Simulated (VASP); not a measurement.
Ga2S:

```
CELL_PARAMETERS angstrom
4.92776 0.00000 0.00000
-2.46388 4.26756 0.00000
0.00000 0.00000 2.70753
ATOMIC_POSITIONS crystal
Ga 0.33333 0.66667 0.50000
Ga 0.66667 0.33333 0.50000
S 0.00000 0.00000 0.50000
```

The cell was generated, and may not be a known phase.

```yaml
Program: VASP 6.6.1
Task: relaxation of cell and atoms
Functional: PBE
Potentials_or_basis: VASP PAW PBE potentials, release 64 (Ga_d, S)
Cutoff: 600 eV
k_mesh: 12 × 12 × 18
Occupations: gaussian, width 0.1 eV
Spin: no spin polarisation
```

At the start: pressure -0.6 GPa; volume 18.98 Å³/atom.

Problem. How do energy, volume and symmetry change on relaxing?

Solution. Over 12 steps the energy falls by 23.2 meV/atom and the volume is 18.64 Å³/atom (-1.8 %); space group P6/mmm (No. 191, to 0.1 Å) before and after.

The path:
| step | energy change (eV) | largest force (eV/Å) | pressure (GPa) | volume (Å³) |
| --- | --- | --- | --- | --- |
| 1 | 0.0000 | 0.0000 | -0.60 | 56.94 |
| 2 | -0.0246 | 0.0000 | -0.33 | 56.34 |
| 3 | -0.0527 | 0.0000 | 0.41 | 55.41 |
| 4 | 0.0413 | 0.0000 | 4.41 | 53.41 |
| 5 | -0.0612 | 0.0000 | 0.69 | 55.11 |
| 6 | -0.0500 | 0.0000 | 2.16 | 54.27 |
| 7 | -0.0651 | 0.0000 | 1.10 | 54.85 |
| 8 | -0.0652 | 0.0000 | 1.21 | 54.80 |
| 9 | -0.0657 | 0.0000 | -0.02 | 56.16 |
| 10 | -0.0684 | 0.0000 | 0.59 | 55.50 |
| 11 | -0.0688 | 0.0000 | -0.40 | 56.29 |
| 12 | -0.0696 | 0.0000 | 0.03 | 55.92 |

Final structure:
```yaml
crystal:
  lattice:
    - [5.05565, 0.00000, 0.00000]
    - [-2.52783, 4.37832, 0.00000]
    - [0.00000, 0.00000, 2.52641]
  atoms:
    - { symbol: Ga, position: [0.33333, 0.66667, 0.50000] }
    - { symbol: Ga, position: [0.66667, 0.33333, 0.50000] }
    - { symbol: S, position: [0.00000, 0.00000, 0.50000] }
```
